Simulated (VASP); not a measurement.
# Mn3Si (Fm-3m) in VASP: single point with r2SCAN

Aim: the single point of Mn3Si with r2SCAN.

Everything below comes from runs of VASP 6.6.1. Logs are shortened: lines on timing, memory, paths and dates and some standing lists are left out, and cuts for length are marked.

## (1) The cell of the first run

The structure is cubic, space group Fm-3m (No. 225). The conventional cell has a = 5.722 Å, b = 5.722 Å, c = 5.722 Å, α = 90.00°, β = 90.00°, γ = 90.00°. Mn (site symmetry m-3m) has 8 Mn at 2.48 Å and 6 Si at 2.86 Å within 3.3 Å. Within 3.3 Å of Mn (site symmetry -43m) lie 10 Mn at 2.48 to 2.86 Å and 4 Si at 2.48 Å. Within 3.3 Å of Si (site symmetry m-3m) lie 14 Mn at 2.48 to 2.86 Å.

## (2) Single point, r2SCAN, collinear spin, antiferromagnetic start

POSCAR reads:

```
Mn3Si
1.0
    0.0000000000      5.7220000000      5.7220000000
    2.8610000000      0.0000000000      2.8610000000
    2.8610000000      2.8610000000      0.0000000000
Mn Si
6 2
Direct
    0.2500000000      0.5000000000      0.5000000000
    0.1250000000      0.2500000000      0.2500000000
    0.3750000000      0.7500000000      0.7500000000
    0.7500000000      0.5000000000      0.5000000000
    0.6250000000      0.2500000000      0.2500000000
    0.8750000000      0.7500000000      0.7500000000
    0.0000000000      0.0000000000      0.0000000000
    0.5000000000      0.0000000000      0.0000000000
```

INCAR.step1 reads:

```
SYSTEM = Mn3Si
PREC = Accurate ; ENCUT = 520
ISMEAR = -1 ; SIGMA = 0.05
LREAL = .FALSE. ; LASPH = .TRUE.
NELM = 150 ; ISPIN = 2
MAGMOM = 4.5 4.5 -4.5 -4.5 4.5 -4.5 0 0 ; LMAXMIX = 4
NBANDS = 57 ; GGA = PE
ALGO = Normal ; EDIFF = 1E-4
LWAVE = .TRUE. ; LCHARG = .FALSE.
```

INCAR.step2 reads:

```
SYSTEM = Mn3Si
PREC = Accurate ; ENCUT = 520
EDIFF = 1E-7 ; ISMEAR = -1
SIGMA = 0.05 ; LREAL = .FALSE.
LASPH = .TRUE. ; NELM = 150
ALGO = Normal ; ISIF = 2
LWAVE = .FALSE. ; LCHARG = .FALSE.
ISPIN = 2 ; MAGMOM = 4.5 4.5 -4.5 -4.5 4.5 -4.5 0 0
LORBIT = 11 ; LMAXMIX = 4
METAGGA = R2SCAN ; LMIXTAU = .TRUE.
NBANDS = 57 ; ISTART = 1
```

KPOINTS reads:

```
Automatic mesh
0
G
  4 8 8
  0 0 0
```

Potentials or basis: VASP PAW PBE potentials, release 64 (Mn_pv, Si).

The run is started by

```sh
$ cat potpaw_PBE.64/Mn_pv/POTCAR potpaw_PBE.64/Si/POTCAR > POTCAR
$ cp INCAR.step1 INCAR
$ mpirun -np 1 vasp_std > vasp.out
$ cp INCAR.step2 INCAR
$ mpirun -np 1 vasp_std > vasp.out
```

OUTCAR:

```text
SYSTEM = Mn3Si
   PREC = Accurate
   ENCUT = 520
   EDIFF = 1E-7
   ISMEAR = -1
   LREAL = .FALSE.
   LASPH = .TRUE.
   NELM = 150
   ISIF = 2
   ISPIN = 2
   LORBIT = 11
   METAGGA = R2SCAN
   ISTART = 1

 ion  position               nearest neighbor table
   1  0.250  0.500  0.500-   2 2.48   2 2.48   5 2.48   6 2.48   3 2.48   3 2.48   2 2.48   3 2.48
                             7 2.86   8 2.86   7 2.86   7 2.86   8 2.86   8 2.86
   2  0.125  0.250  0.250-   7 2.48   7 2.48   4 2.48   8 2.48   1 2.48   1 2.48   7 2.48   1 2.48
                             3 2.86   6 2.86   6 2.86   3 2.86   6 2.86   3 2.86
   3  0.375  0.750  0.750-   1 2.48   1 2.48   4 2.48   7 2.48   8 2.48   8 2.48   1 2.48   8 2.48
                             5 2.86   2 2.86   2 2.86   5 2.86   2 2.86   5 2.86
   4  0.750  0.500  0.500-   5 2.48   5 2.48   2 2.48   3 2.48   6 2.48   6 2.48   5 2.48   6 2.48
                             7 2.86   8 2.86   8 2.86   7 2.86   8 2.86   7 2.86
   5  0.625  0.250  0.250-   8 2.48   8 2.48   1 2.48   7 2.48   4 2.48   4 2.48   4 2.48   8 2.48
                             3 2.86   6 2.86   3 2.86   3 2.86   6 2.86   6 2.86
   6  0.875  0.750  0.750-   4 2.48   4 2.48   1 2.48   8 2.48   7 2.48   7 2.48   7 2.48   4 2.48
                             5 2.86   5 2.86   2 2.86   5 2.86   2 2.86   2 2.86
   7  0.000  0.000  0.000-   6 2.48   6 2.48   3 2.48   5 2.48   2 2.48   2 2.48   2 2.48   6 2.48
                             4 2.86   4 2.86   1 2.86   1 2.86   4 2.86   1 2.86
   8  0.500  0.000  0.000-   3 2.48   3 2.48   2 2.48   6 2.48   5 2.48   5 2.48   5 2.48   3 2.48
                             4 2.86   1 2.86   1 2.86   4 2.86   1 2.86   4 2.86

  LATTYP: Found a trigonal (rhomboedric) cell.
 ALAT       =     7.0079901541
 COS(alpha) =     0.8333333333

  Lattice vectors:

 A1 = (   2.8610000000,  -2.8610000000,  -5.7220000000)
 A2 = (   5.7220000000,  -2.8610000000,  -2.8610000000)
 A3 = (   2.8610000000,  -5.7220000000,  -2.8610000000)

Analysis of symmetry for initial positions (statically):
=====================================================================
 Subroutine PRICEL returns following result:

  LATTYP: Found a face centered cubic cell.
 ALAT       =     5.7220000000

  Lattice vectors:

 A1 = (   0.0000000000,   2.8610000000,   2.8610000000)
 A2 = (   2.8610000000,   0.0000000000,   2.8610000000)
 A3 = (   2.8610000000,   2.8610000000,   0.0000000000)

   2 primitive cells build up your supercell.

 Routine SETGRP: Setting up the symmetry group for a
 trigonal (rhombohedral) supercell.

 Subroutine GETGRP returns: Found 12 space group operations
 (whereof 12 operations were pure point group operations)
 out of a pool of 12 trial point group operations.

The static configuration has the point symmetry D_3d.

Analysis of symmetry for dynamics (positions and initial velocities):
=====================================================================
 Subroutine PRICEL returns following result:

  LATTYP: Found a face centered cubic cell.
 ALAT       =     5.7220000000

  Lattice vectors:

 A1 = (   0.0000000000,   2.8610000000,   2.8610000000)
 A2 = (   2.8610000000,   0.0000000000,   2.8610000000)
 A3 = (   2.8610000000,   2.8610000000,   0.0000000000)

   2 primitive cells build up your supercell.

 Routine SETGRP: Setting up the symmetry group for a
 trigonal (rhombohedral) supercell.

 Subroutine GETGRP returns: Found 12 space group operations
 (whereof 12 operations were pure point group operations)
 out of a pool of 12 trial point group operations.

The dynamic configuration has the point symmetry D_3d.

Analysis of structural, dynamic, and magnetic symmetry:
=====================================================================
 Subroutine PRICEL returns:
 Original cell was already a primitive cell.

 Routine SETGRP: Setting up the symmetry group for a
 trigonal (rhombohedral) supercell.

 Subroutine GETGRP returns: Found 12 space group operations
 (whereof 12 operations were pure point group operations)
 out of a pool of 12 trial point group operations.

The overall configuration has the point symmetry D_3d.

 Subroutine INISYM returns: Found 12 space group operations
 (whereof 12 operations are pure point group operations),
 and found     1 'primitive' translations

----------------------------------------------------------------------------------------

                                     Primitive cell
[... 112 lines left out ...]
 SYSTEM =  Mn3Si
   PREC   = accura    normal or accurate (medium, high low for compatibility)
   ISTART =      1    job   : 0-new  1-cont  2-samecut
   ICHARG =      0    charge: 1-file 2-atom 10-const
   ISPIN  =      2    spin polarized calculation?
   LNONCOLLINEAR =      F non collinear calculations
   LSORBIT =      F    spin-orbit coupling
   LASPH  =      T    aspherical Exc in radial PAW
   ENCUT  =  520.0 eV  38.22 Ry    6.18 a.u.  15.05  7.52  7.52*2*pi/ulx,y,z
   NELM   =    150;   NELMIN=  2; NELMDL=  0     # of ELM steps
   EDIFF  = 0.1E-06   stopping-criterion for ELM
   LREAL  =      F    real-space projection
   EDIFFG = 0.1E-05   stopping-criterion for IOM
   NSW    =      0    number of steps for IOM
   IBRION =     -1    ionic relax: 0-MD 1-quasi-New 2-CG
   NFREE  =      0    steps in history (QN), initial steepest desc. (CG)
   ISIF   =      2    stress and relaxation
   ISYM   =      2    0-nonsym 1-usesym 2-fastsym
   POTIM  = 0.5000    time-step for ionic-motion
   TEBEG  =    0.0;   TEEND  =   0.0 temperature during run
   PSTRESS=    0.0 pullay stress
   NELECT =      86.0000    total number of electrons
   NUPDOWN=      -1.0000    fix difference up-down
   EMIN   =  10.00;   EMAX   =-10.00  energy-range for DOS
   EFERMI =   0.00;   METHOD = LEGACY
   ISMEAR =    -1;   SIGMA  =   0.05  broadening in eV -4-tet -1-fermi 0-gaus
   EFERMI_NEDOS =   21; number of points for ismear=-14 and -15
   IALGO  =     38    algorithm
   IMIX   =      4    mixing-type and parameters
     AMIX     =   0.40;   BMIX     =  1.00
     AMIX_MAG =   1.60;   BMIX_MAG =  1.00
  volume/ion in A,a.u.               =      11.71        79.02
  Fermi-wavevector in a.u.,A,eV,Ry     =   1.591121  3.006782 34.445395  2.531665
  Thomas-Fermi vector in A             =   2.689710
   LORBIT       =     11    0 simple, 1 ext, 2 COOP (PROOUT), +10 PAW based schemes
   METAGGA = R2SCAN    functional components
   LHFCALC =     F    Hartree Fock is set to
   AEXX    =    0.0000 exact exchange contribution
   IVDW    =     0    specifies the selected vdW correction
   LEPSILON=     F    determine dielectric tensor
   LRPA    =     F    only Hartree local field effects (RPA)
 spin polarized calculation
  energy-cutoff  :      520.00
  volume of cell :       93.67
 maximum number of plane-waves:      2556
   NGX = 31   NGY = 15   NGZ = 15

 number of electron      86.0000088 magnetization      -0.0000000

 number of electron      86.0000088 magnetization       0.0000000

 Free energy of the ion-electron system (eV)
  ---------------------------------------------------
  ext. energy  EPLUGINS =         0.00000000
  ---------------------------------------------------
  free energy    TOTEN  =      -107.61047508 eV

  energy without entropy =     -107.57034167  energy(sigma->0) =     -107.59040837

 E-fermi :  10.5229     XC(G=0): -14.2497

 val. band max:       10.5139961272   @ k =   0.0000   0.5000   0.0000
 cond. band min:      10.5652687271   @ k =   0.2500  -0.3750   0.2500
 fundamental gap:      0.0512725999
 Fermi energy:        10.5229448141

 spin component 1

 k-point     1 :       0.0000    0.0000    0.0000
  band No.  band energies     occupation
      1     -41.4003      1.00000
      2     -41.4001      1.00000
      3     -41.2152      1.00000
      4     -40.3644      1.00000
      5     -40.3643      1.00000
      6     -40.3317      1.00000
[... 1381 lines left out ...]
     54      13.4013      0.00000
     55      13.4819      0.00000

 [... further k-points ...]

 spin component 2

 k-point     1 :       0.0000    0.0000    0.0000
  band No.  band energies     occupation
      1     -41.4003      1.00000
      2     -41.4001      1.00000
      3     -41.2152      1.00000
      4     -40.3644      1.00000
      5     -40.3643      1.00000
      6     -40.3317      1.00000
[... 1381 lines left out ...]
     54      13.4013      0.00000
     55      13.4819      0.00000

 [... further k-points ...]

 [bands above 55 left out]

------------------------ aborting loop because EDIFF is reached ----------------------------------------

  FORCE on cell =-STRESS in cart. coord.  units (eV):
  Direction    XX          YY          ZZ          XY          YZ          ZX
  --------------------------------------------------------------------------------------
  -------------------------------------------------------------------------------------
  Total       -3.6458401     -3.6458401     -3.6458401      1.2246575     -1.2246575      1.2246575
  in kB      -62.3583521    -62.3583521    -62.3583521     20.9465102    -20.9465102     20.9465102
  external PRESSURE =     -62.3583521 kB  Pullay stress =       0.0000000 kB

 VOLUME and BASIS-vectors are now :
 -----------------------------------------------------------------------------
  energy-cutoff  :      520.00
  volume of cell :       93.67
      direct lattice vectors                 reciprocal lattice vectors
     0.000000000  5.722000000  5.722000000    -0.087382034  0.087382034  0.087382034
     2.861000000  0.000000000  2.861000000     0.174764069 -0.174764069  0.174764069
     2.861000000  2.861000000  0.000000000     0.174764069  0.174764069 -0.174764069

 POSITION                                       TOTAL-FORCE (eV/Angst)
 -----------------------------------------------------------------------------------
      2.86100      2.86100      2.86100        -0.000030      0.000030      0.000030
      1.43050      1.43050      1.43050        -0.319302      0.319302      0.319302
      4.29150      4.29150      4.29150         0.319258     -0.319258     -0.319258
      2.86100      5.72200      5.72200         0.000030     -0.000030     -0.000030
      1.43050      4.29150      4.29150        -0.319258      0.319258      0.319258
      4.29150      7.15250      7.15250         0.319302     -0.319302     -0.319302
      0.00000      0.00000      0.00000         0.000000     -0.000000      0.000000
      0.00000      2.86100      2.86100         0.000000      0.000000      0.000000
 -----------------------------------------------------------------------------------
    total drift:                               -0.000000      0.000000     -0.000000

  FREE ENERGIE OF THE ION-ELECTRON SYSTEM (eV)
  ---------------------------------------------------
  free  energy   TOTEN  =      -107.6104750761 eV

  energy  without entropy=     -107.5703416726  energy(sigma->0) =     -107.59040837

 total charge

# of ion       s       p       d       tot
------------------------------------------
    1        0.398   6.350   5.066  11.814
    2        0.360   6.363   5.197  11.919
    3        0.360   6.363   5.197  11.919
    4        0.398   6.350   5.066  11.814
    5        0.360   6.363   5.197  11.919
    6        0.360   6.363   5.197  11.919
    7        0.709   0.918   0.000   1.628
    8        0.709   0.918   0.000   1.628
--------------------------------------------------
tot          3.654  39.986  30.919  74.559

 magnetization (x)

# of ion       s       p       d       tot
------------------------------------------
    1        0.029   0.039   2.943   3.011
    2       -0.014  -0.025  -1.606  -1.646
    3       -0.014  -0.025  -1.606  -1.646
    4       -0.029  -0.039  -2.943  -3.011
    5        0.014   0.025   1.606   1.646
    6        0.014   0.025   1.606   1.646
    7        0.000   0.000   0.000   0.000
    8        0.000   0.000   0.000   0.000
--------------------------------------------------
tot          0.000   0.000  -0.000  -0.000
```

It took 70 min on 1 thread of Oxide Virtual Turin-like, shared host; peak memory 0.43 GiB.

What came out:

```yaml
Free_energy: -107.6105 eV
Pressure: -6.2 GPa
Band_gap_on_the_k_mesh: zero (filled and empty bands overlap)
Net_moment: 0.00 μB per cell
Site_moments: Mn +3.01, -1.65, -3.01, +1.65 (each value once); Si +0.00 μB
Valence_electrons_inside_the_program's_atomic_spheres: Mn 11.81, 11.92 (each value once); Si 1.63
```

Caveat: the cell stands under tension; the antiferromagnetic order is the one typed at the start, and another may lie lower; the PAW data sets were made with another functional, which shifts forces and pressure a little.

The gap in the log of VASP goes by the Fermi energy; the results here count the filled bands.